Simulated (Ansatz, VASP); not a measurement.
**NaTiPt2 in VASP and in Ansatz**

The input INCAR:

```
SYSTEM = NaTiPt2
  PREC = Accurate
  ENCUT = 500
  EDIFF = 1E-6
  ISMEAR = 0
  SIGMA = 0.1
  LREAL = .False.
  LASPH = .True.
  NELM = 120
  ALGO = Normal
  ISIF = 2
  LWAVE = .False.
  LCHARG = .False.
  GGA = PE
  NBANDS = 28
  GGA_COMPAT = .False.
```

KPOINTS

```
regular mesh
0
Gamma
  4 4 4
  0 0 0
```

POSCAR

```
NaTiPt2
1.0
    4.5175000700      0.0000000000      0.0000000000
    0.0000000000      4.5175000700      0.0000000000
    0.0000000000      0.0000000000      3.9709526100
Na Ti Pt
1 1 2
Direct
    0.0000000000      0.0000000000      0.5000000000
    0.5000000000      0.5000000000      0.0000000000
    0.0000000000      0.5000000000      0.5000000000
    0.5000000000      0.0000000000      0.5000000000
```

Input for Ansatz:

```yaml
crystal:
  lattice:
    - [4.51750007, 0.0, 0.0]
    - [0.0, 4.51750007, 0.0]
    - [0.0, 0.0, 3.97095261]
  atoms:
    - { symbol: Na, position: [0.0, 0.0, 0.5] }
    - { symbol: Ti, position: [0.5, 0.5, 0.0] }
    - { symbol: Pt, position: [0.0, 0.5, 0.5] }
    - { symbol: Pt, position: [0.5, 0.0, 0.5] }
basis:
  ecutwfc: 420
kpoints:
  mp_grid: { grid: [4, 4, 4] }
hamiltonian:
  xc: pbe
scf:
  occupations: { method: gaussian, width: 0.1 }
  lower_state_search: "off"
output:
  forces: true
  stress: true
  eigenvalues: true
```

Alike in both runs: task single point; functional PBE; k mesh 4 × 4 × 4; occupations gaussian, width 0.1 eV; no spin polarisation.

```csv
,VASP,Ansatz
version,VASP 6.6.1,Ansatz 0.2.0
potentials or method,"VASP PAW PBE potentials, release 64 (Na_pv, Ti_sv, Pt), cutoff 500 eV","scalar-relativistic, plane waves, PAW"
valence electrons in the cell,39,57
```

|  | VASP | Ansatz | Ansatz less VASP |
| --- | --- | --- | --- |
| gap on the k mesh at the Fermi level (eV) | none | none | - |
| pressure (GPa) | 2.1 | 1.9 | -0.21 |
| traceless stress, the component that is largest in VASP (GPa) | -22.88 | -22.64 | +0.241 |

A gap of «none» marks a metal or a gap that the smearing closes. VASP's potentials hold 39 valence electrons a cell and Ansatz's 57, so a difference there can come from the potentials and not from the codes.

The k mesh is coarse, so the values compare programs but aren't converged. Spin-orbit coupling is off throughout.
